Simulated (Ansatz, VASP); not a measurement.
# Os: VASP beside Ansatz

```
Os
1.0
     0.00000    1.69911    2.54867
     1.69911    0.00000    2.54867
     1.69911    1.69911    0.00000
Os
1
Cartesian
  0.0000 0.0000 0.0000
```

Alike in both runs: task single point; functional r2SCAN; k mesh 24 × 24 × 24; occupations gaussian, width 0.15 eV; no spin polarisation.

|  | VASP | Ansatz |
| --- | --- | --- |
| version | VASP 6.6.1 | Ansatz 0.2.0 |
| potentials or method | VASP PAW PBE potentials, release 64 (Os), cutoff 520 eV | scalar-relativistic, plane waves, PAW |
| valence electrons in the cell | 8 | 16 |

|  | VASP | Ansatz | Ansatz less VASP |
| --- | --- | --- | --- |
| gap on the k mesh at the Fermi level (eV) | none | none | - |
| pressure (GPa) | 27.9 | 26.9 | -1.00 |
| traceless stress, the component that is largest in VASP (GPa) | -69.10 | -69.69 | -0.590 |

VASP's potentials were made for PBE, not for r2SCAN. A gap of «none» marks a metal or a gap that the smearing closes. VASP's potentials hold 8 valence electrons a cell and Ansatz's 16, so a difference there can come from the potentials and not from the codes.

Spin-orbit coupling is off throughout.
